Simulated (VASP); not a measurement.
# Nb (Fd-3m) in VASP: further runs

The runs below take Nb through relaxation of cell and atoms, with LDA.

Everything below comes from runs of VASP 6.6.1. Logs are shortened: lines on timing, memory, paths and dates and some standing lists are left out, and cuts for length are marked.

## (1) The cell of the first run

It takes space group Fd-3m (No. 227, cubic). Conventional cell: a = 5.602 Å, b = 5.602 Å, c = 5.602 Å, α = 90.00°, β = 90.00°, γ = 90.00°. Within 3.2 Å of Nb (site symmetry -43m) lie 4 Nb at 2.43 Å.

This isn't the form of Nb at room conditions, which is bcc.

## (2) Relaxation of cell and atoms, LDA, target pressure 1.1 GPa, at which the enthalpy is minimised

Input file INCAR:

```
ALGO = Normal
EDIFF = 1E-7
EDIFFG = -0.005
ENCUT = 600
IBRION = 2
ISIF = 3
ISMEAR = -1
LASPH = True
LCHARG = False
LREAL = False
LWAVE = False
NELM = 100
NSW = 60
PREC = Accurate
PSTRESS = 11.0
SIGMA = 0.05
```

Input file KPOINTS:

```
k-points
0
Gamma
  12 12 12
```

Input file POSCAR:

```
Nb
1.0
    0.0000000000      2.8009545300      2.8009545300
    2.8009545300      0.0000000000      2.8009545300
    2.8009545300      2.8009545300      0.0000000000
Nb
2
Direct
   -0.1250000000     -0.1250000000     -0.1250000000
    0.1250000000      0.1250000000      0.1250000000
```

Potentials or basis: VASP PAW LDA potentials, release 64 (Nb_sv).

Run with:

```
$ cat potpaw_LDA.64/Nb_sv/POTCAR > POTCAR
$ mpirun -np 1 vasp_std > vasp.out
```

OUTCAR:

```text
EDIFF = 1E-7
   EDIFFG = -0.005
   ENCUT = 600
   IBRION = 2
   ISIF = 3
   ISMEAR = -1
   LASPH = True
   LREAL = False
   NELM = 100
   NSW = 60
   PREC = Accurate
   PSTRESS = 11.0

 ion  position               nearest neighbor table
   1  0.875  0.875  0.875-   2 2.43   2 2.43   2 2.43   2 2.43
   2  0.125  0.125  0.125-   1 2.43   1 2.43   1 2.43   1 2.43

  LATTYP: Found a face centered cubic cell.
 ALAT       =     5.6019090600

  Lattice vectors:

 A1 = (   0.0000000000,   2.8009545300,   2.8009545300)
 A2 = (   2.8009545300,   0.0000000000,   2.8009545300)
 A3 = (   2.8009545300,   2.8009545300,   0.0000000000)

Analysis of symmetry for initial positions (statically):
=====================================================================
 Subroutine PRICEL returns:
 Original cell was already a primitive cell.

 Routine SETGRP: Setting up the symmetry group for a
 face centered cubic supercell.

 Subroutine GETGRP returns: Found 48 space group operations
 (whereof 12 operations were pure point group operations)
 out of a pool of 48 trial point group operations.

The static configuration has the point symmetry D_3d.
 The point group associated with its full space group is O_h .

Analysis of symmetry for dynamics (positions and initial velocities):
=====================================================================
 Subroutine PRICEL returns:
 Original cell was already a primitive cell.

 Routine SETGRP: Setting up the symmetry group for a
 face centered cubic supercell.

 Subroutine GETGRP returns: Found 48 space group operations
 (whereof 12 operations were pure point group operations)
 out of a pool of 48 trial point group operations.

The dynamic configuration has the point symmetry D_3d.
 The point group associated with its full space group is O_h .

 Subroutine INISYM returns: Found 48 space group operations
 (whereof 12 operations are pure point group operations),
 and found     1 'primitive' translations

----------------------------------------------------------------------------------------

                                     Primitive cell

  volume of cell :      43.9489

  direct lattice vectors                    reciprocal lattice vectors
     0.000000000  2.800954530  2.800954530    -0.178510574  0.178510574  0.178510574
     2.800954530  0.000000000  2.800954530     0.178510574 -0.178510574  0.178510574
     2.800954530  2.800954530  0.000000000     0.178510574  0.178510574 -0.178510574

  length of vectors
     3.961147884  3.961147884  3.961147884     0.309189383  0.309189383  0.309189383

  position of ions in fractional coordinates (direct lattice)
     0.875000000  0.875000000  0.875000000
     0.125000000  0.125000000  0.125000000

  ion indices of the primitive-cell ions
   primitive index   ion index
                 1           1
                 2           2

----------------------------------------------------------------------------------------

 KPOINTS: k-points

Automatic generation of k-mesh.
 Grid dimensions read from file:
 generate k-points for:   12   12   12

 Generating k-lattice:

  Cartesian coordinates                     Fractional coordinates (reciprocal lattice)
    -0.014875881  0.014875881  0.014875881     0.083333333  0.000000000  0.000000000
     0.014875881 -0.014875881  0.014875881     0.000000000  0.083333333  0.000000000
     0.014875881  0.014875881 -0.014875881     0.000000000  0.000000000  0.083333333

  Length of vectors
     0.025765782  0.025765782  0.025765782

  Shift w.r.t. Gamma in fractional coordinates (k-lattice)
     0.000000000  0.000000000  0.000000000

 Subroutine IBZKPT returns following result:
 ===========================================

 Found     72 irreducible k-points:

 Following reciprocal coordinates:
            Coordinates               Weight
  0.000000  0.000000  0.000000      1.000000
  0.083333  0.000000  0.000000      8.000000
  0.166667  0.000000  0.000000      8.000000
  0.250000  0.000000  0.000000      8.000000
  0.333333  0.000000  0.000000      8.000000
  0.416667  0.000000  0.000000      8.000000
[... 16 lines left out ...]
  0.500000  0.166667  0.000000     24.000000
 -0.416667  0.166667  0.000000     24.000000
 [... further k-points ...]
   k-points           NKPTS =     72   k-points in BZ     NKDIM =     72   number of bands    NBANDS=     17
   number of dos      NEDOS =    301   number of ions     NIONS =      2
   total plane-waves  NPLWV =  32768
   dimension x,y,z NGX =    32 NGY =   32 NGZ =   32
   dimension x,y,z NGXF=    64 NGYF=   64 NGZF=   64
   ions per type =               2
   NGX,Y,Z   is equivalent  to a cutoff of  13.43, 13.43, 13.43 a.u.
   NGXF,Y,Z  is equivalent  to a cutoff of  26.86, 26.86, 26.86 a.u.
 SYSTEM =  unknown system
   PREC   = accura    normal or accurate (medium, high low for compatibility)
   ISTART =      0    job   : 0-new  1-cont  2-samecut
   ICHARG =      2    charge: 1-file 2-atom 10-const
   ISPIN  =      1    spin polarized calculation?
   LNONCOLLINEAR =      F non collinear calculations
   LSORBIT =      F    spin-orbit coupling
   LASPH  =      T    aspherical Exc in radial PAW
   ENCUT  =  600.0 eV  44.10 Ry    6.64 a.u.   7.91  7.91  7.91*2*pi/ulx,y,z
   NELM   =    100;   NELMIN=  2; NELMDL= -5     # of ELM steps
   EDIFF  = 0.1E-06   stopping-criterion for ELM
   LREAL  =      F    real-space projection
   EDIFFG = -.5E-02   stopping-criterion for IOM
   NSW    =     60    number of steps for IOM
   IBRION =      2    ionic relax: 0-MD 1-quasi-New 2-CG
   NFREE  =      1    steps in history (QN), initial steepest desc. (CG)
   ISIF   =      3    stress and relaxation
   ISYM   =      2    0-nonsym 1-usesym 2-fastsym
   POTIM  = 0.5000    time-step for ionic-motion
   TEBEG  =    0.0;   TEEND  =   0.0 temperature during run
   PSTRESS=   11.0 pullay stress
   NELECT =      26.0000    total number of electrons
   NUPDOWN=      -1.0000    fix difference up-down
   EMIN   =  10.00;   EMAX   =-10.00  energy-range for DOS
   EFERMI =   0.00;   METHOD = LEGACY
   ISMEAR =    -1;   SIGMA  =   0.05  broadening in eV -4-tet -1-fermi 0-gaus
   EFERMI_NEDOS =   21; number of points for ismear=-14 and -15
   IALGO  =     38    algorithm
   IMIX   =      4    mixing-type and parameters
     AMIX     =   0.40;   BMIX     =  1.00
     AMIX_MAG =   1.60;   BMIX_MAG =  1.00
  volume/ion in A,a.u.               =      21.97       148.29
  Fermi-wavevector in a.u.,A,eV,Ry     =   1.374305  2.597060 25.697529  1.888715
  Thomas-Fermi vector in A             =   2.499744
   LORBIT       =      0    0 simple, 1 ext, 2 COOP (PROOUT), +10 PAW based schemes
   GGA     = CA    functional components
   LHFCALC =     F    Hartree Fock is set to
   AEXX    =    0.0000 exact exchange contribution
   IVDW    =     0    specifies the selected vdW correction
   LEPSILON=     F    determine dielectric tensor
   LRPA    =     F    only Hartree local field effects (RPA)
 conjugate gradient relaxation of ions
 non-spin polarized calculation
  energy-cutoff  :      600.00
  volume of cell :       43.95
 maximum number of plane-waves:      1484
   NGX = 15   NGY = 15   NGZ = 15

--------------------------------------- Ionic step        1  -------------------------------------------

 number of electron      26.0000002 magnetization

 Free energy of the ion-electron system (eV)
  ---------------------------------------------------
  ext. energy  EPLUGINS =         0.00000000
  ---------------------------------------------------
  free energy    TOTEN  =       -17.20751056 eV

  energy without entropy =      -17.18949062  energy(sigma->0) =      -17.19850059

------------------------ aborting loop because EDIFF is reached ----------------------------------------

  FORCE on cell =-STRESS in cart. coord.  units (eV):
  Direction    XX          YY          ZZ          XY          YZ          ZX
  --------------------------------------------------------------------------------------
  -------------------------------------------------------------------------------------
  Total        2.1733681      2.1733681      2.1733681      0.0000000     -0.0000000      0.0000000
  in kB       79.2311043     79.2311043     79.2311043      0.0000000     -0.0000000      0.0000000
  external PRESSURE =      68.2311043 kB  Pullay stress =      11.0000000 kB
[... 93 lines left out ...]
  FREE ENERGIE OF THE ION-ELECTRON SYSTEM (eV)
  ---------------------------------------------------
  free  energy   TOTEN  =       -17.2899734389 eV

  energy  without entropy=      -17.2701480484  energy(sigma->0) =      -17.28006074

  enthalpy is  TOTEN    =       -16.9671817541 eV   P V=        0.3227916848

[... ionic steps 4 to 14 ...]

--------------------------------------- Ionic step       15  -------------------------------------------

 number of electron      25.9999997 magnetization

------------------------ aborting loop because EDIFF is reached ----------------------------------------

  FORCE on cell =-STRESS in cart. coord.  units (eV):
  Direction    XX          YY          ZZ          XY          YZ          ZX
  --------------------------------------------------------------------------------------
  -------------------------------------------------------------------------------------
  Total        0.3371017      0.3371017      0.3371017      0.0000000      0.0000000     -0.0000000
  in kB       11.5014693     11.5014693     11.5014693      0.0000000      0.0000000     -0.0000000
  external PRESSURE =       0.5014693 kB  Pullay stress =      11.0000000 kB
[... 61 lines left out ...]
  enthalpy is  TOTEN    =       -16.9671865224 eV   P V=        0.3224352240

--------------------------------------- Ionic step       17  -------------------------------------------

 number of electron      25.9999997 magnetization

 Free energy of the ion-electron system (eV)
  ---------------------------------------------------
  ext. energy  EPLUGINS =         0.00000000
  ---------------------------------------------------
  free energy    TOTEN  =       -17.28968600 eV

  energy without entropy =      -17.26991134  energy(sigma->0) =      -17.27979867

 E-fermi :   7.5039     XC(G=0): -10.9837

 val. band max:        7.4714734502   @ k =   0.1667   0.0833   0.0000
 cond. band min:       7.5276037626   @ k =   0.5000   0.1667   0.0833
 fundamental gap:      0.0561303125
 Fermi energy:         7.5039298115

 k-point     1 :       0.0000    0.0000    0.0000
  band No.  band energies     occupation
      1     -46.7846      2.00000
      2     -45.8396      2.00000
      3     -23.3911      2.00000
      4     -23.3911      2.00000
      5     -23.3911      2.00000
      6     -21.9816      2.00000
[... 9 lines left out ...]
     16       9.5697      0.00000
     17       9.5697      0.00000
[... 443 lines left out ...]
      1     -46.5192      2.00000
      2     -46.1244      2.00000
      3     -23.7040      2.00000
      4     -23.5970      2.00000
      5     -23.1913      2.00000
      6     -22.1595      2.00000
[... 9 lines left out ...]
     16       9.9855      0.00000
     17      10.4323      0.00000

 [... further k-points ...]
[... 5 lines left out ...]
  --------------------------------------------------------------------------------------
  -------------------------------------------------------------------------------------
  Total        0.3277132      0.3277132      0.3277132      0.0000000     -0.0000000      0.0000000
  in kB       11.1778857     11.1778857     11.1778857      0.0000000     -0.0000000      0.0000000
  external PRESSURE =       0.1778857 kB  Pullay stress =      11.0000000 kB
[... 17 lines left out ...]
  FREE ENERGIE OF THE ION-ELECTRON SYSTEM (eV)
  ---------------------------------------------------
  free  energy   TOTEN  =       -17.2896859988 eV

  energy  without entropy=      -17.2699113406  energy(sigma->0) =      -17.27979867

  enthalpy is  TOTEN    =       -16.9671880800 eV   P V=        0.3224979188

 reached required accuracy - stopping structural energy minimisation
```

Run time: 6.3 min. Hardware: 1 thread of Intel Xeon 8259CL, shared host; peak memory 0.17 GiB.

Results:

```
Free energy                                                : -17.2897 eV
Relaxed volume                                             : 23.49 Å³/atom
Relaxed cell                                               : a = 4.050 Å, b = 4.050 Å, c = 4.050 Å, α = 60.00°, β = 60.00°, γ = 60.00°
Space group after relaxing (to 0.1 Å)                      : Fd-3m (No. 227)
Energy change on relaxing (the run minimises the enthalpy) : -41.1 meV/atom
Ionic steps                                                : 17
Pressure after relaxing                                    : 1.1 GPa
Band gap on the k mesh                                     : zero (bands 13 and 14 overlap by 1.68 eV)
```

The path:
```tsv
step	energy change (eV)	largest force (eV/Å)	pressure (GPa)	volume (Å³)
1	0.0000	0.0000	7.92	43.95
2	-0.0504	0.0000	-3.95	50.17
3	-0.0825	0.0000	1.03	47.02
4	-0.0820	0.0000	1.15	46.95
5	-0.0820	0.0000	1.16	46.95
6	-0.0820	0.0000	1.15	46.95
7	-0.0820	0.0000	1.15	46.95
8	-0.0820	0.0000	1.15	46.95
9	-0.0820	0.0000	1.15	46.95
10	-0.0820	0.0000	1.15	46.95
11	-0.0820	0.0000	1.15	46.95
12	-0.0821	0.0000	1.15	46.95
13	-0.0821	0.0000	1.16	46.96
14	-0.0821	0.0000	1.15	46.96
15	-0.0821	0.0000	1.15	46.96
16	-0.0821	0.0000	1.15	46.96
17	-0.0822	0.0000	1.12	46.97
```

Final structure:
```
Nb
1.0
     0.00000    2.86377    2.86377
     2.86377    0.00000    2.86377
     2.86377    2.86377    0.00000
Nb
2
Direct
  0.87500 0.87500 0.87500
  0.12500 0.12500 0.12500
```

Levels at points of the mesh, in eV from the Fermi level:
| k point | band 10 | band 11 | band 12 | band 13 | band 14 | band 15 | band 16 | band 17 |
| --- | --- | --- | --- | --- | --- | --- | --- | --- |
| (0.00, 0.00, 0.00) | -1.77 | -1.77 | -0.58 | -0.58 | -0.58 | 2.07 | 2.07 | 2.07 |
| (0.50, 0.00, 0.00) | -1.79 | -1.55 | -1.55 | -0.91 | -0.91 | 0.91 | 3.29 | 3.29 |
| (0.50, 0.50, 0.00) | -2.76 | -0.85 | -0.85 | 0.65 | 0.65 | 1.28 | 1.28 | 5.11 |

Caveat: the cell is relaxed towards a set pressure, so the run minimises the enthalpy, not the energy.

(Continued in part 2 of 2.)

The gap in the log of VASP goes by the Fermi energy; the results here count the filled bands.